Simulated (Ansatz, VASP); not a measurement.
**Two plane-wave programs on ScAlN2**

```
Sc N Al
1.0
     3.07476    0.00000    0.00000
     0.00000    3.07476    0.00000
     0.00000    0.00000    4.36175
Sc N Al
1 2 1
Direct
  0.00000 0.00000 0.00000
  0.00000 0.00000 0.50000
  0.50000 0.50000 0.00000
  0.50000 0.50000 0.50000
```

Alike in both runs: task single point; functional r2SCAN; k mesh 8 × 8 × 6; no spin polarisation.

|  | VASP | Ansatz |
| --- | --- | --- |
| version | VASP 6.6.1 | Ansatz 0.2.0 |
| potentials or method | VASP PAW PBE potentials, release 64 (Sc_sv, N, Al) | plane waves, PAW |
| plane-wave cutoff (eV) | 520 | 500 |
| occupations | gaussian, width 0.01 eV | fixed |
| valence electrons in the cell | 24 | 24 |

Ansatz gave:

| Item | Value |
| --- | --- |
| gap on the k mesh at the Fermi level (eV) | 1.18 |
| pressure (GPa) | -6.5 |

Task: Estimate VASP's values.

Result: gap on the k mesh at the Fermi level (eV): 1.18; pressure (GPa): -5.5.

VASP's potentials were made for PBE, not for r2SCAN.
